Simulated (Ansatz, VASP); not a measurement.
# One calculation of GaN, two programs

```
CELL_PARAMETERS angstrom
0.00000 1.93273 1.99250
1.93273 0.00000 1.99250
1.93273 1.93273 0.00000
ATOMIC_POSITIONS crystal
Ga 0.50000 0.50000 0.50000
N 0.00000 0.00000 0.00000
```

Change from the starting cell: equal xx and yy strain of -3 %.

Alike in both runs: task single point; functional PBEsol; k mesh 13 × 13 × 13; occupations fermi-dirac, width 0.02 eV; no spin polarisation.

|  | VASP | Ansatz |
| --- | --- | --- |
| version | VASP 6.6.1 | Ansatz 0.2.0 |
| potentials or method | VASP PAW PBE potentials, release 64 (Ga_d, N), cutoff 520 eV | all-electron LAPW, scalar-relativistic |

|  | VASP | Ansatz | Ansatz less VASP |
| --- | --- | --- | --- |
| gap on the k mesh at the Fermi level (eV) | 2.04 | 2.05 | +0.015 |
| pressure (GPa) | 92.6 | 91.8 | -0.83 |
| traceless stress, the component that is largest in VASP (GPa) | -13.23 | -13.42 | -0.182 |

VASP's potentials were made for PBE, not for PBEsol. Both programs put the cell under a high pressure, so it lies far from rest at this level. Ansatz ran all-electron here, and VASP with PAW potentials.

Noted on VASP's run: the cell as given lies far from equilibrium.
